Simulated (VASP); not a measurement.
Here is a VASP 6.6.1 calculation.

The input INCAR:

```
SYSTEM = Nb
PREC = Accurate
ENCUT = 520
EDIFF = 1E-7
ISMEAR = 0
SIGMA = 0.1
LREAL = .FALSE.
LASPH = .TRUE.
NELM = 150
ALGO = Normal
ISIF = 2
LWAVE = .FALSE.
LCHARG = .FALSE.
MAGMOM = 0 0 0
LORBIT = 11
LSORBIT = .TRUE.
GGA_COMPAT = .FALSE.
LORBMOM = .TRUE.
LMAXMIX = 4
GGA = PS
NBANDS = 24
```

File KPOINTS:

```
regular mesh
0
G
  18 18 18
  0 0 0
```

File POSCAR:

```
Nb
1.0
   -1.6362222516      1.6362222516      1.6362222516
    1.6362222516     -1.6362222516      1.6362222516
    1.6362222516      1.6362222516     -1.6362222516
Nb
1
Direct
    0.0000000000      0.0000000000      0.0000000000
```

Potentials or basis: VASP PAW PBE potentials, release 64 (Nb_sv).

The run is started by

```console
$ cat potpaw_PBE.64/Nb_sv/POTCAR > POTCAR
$ mpirun -np 1 vasp_ncl > vasp.out
```

Task: What does it give for the net moment?

Result: 0.00 μB per cell.

Task: Estimate the pressure.

Result: -0.3 GPa.

Moments on the atoms (μB; x, y, z):
```
Nb  0.00 0.00 0.00
```

Caveat: the PAW data sets were made with another functional, which shifts forces and pressure a little.
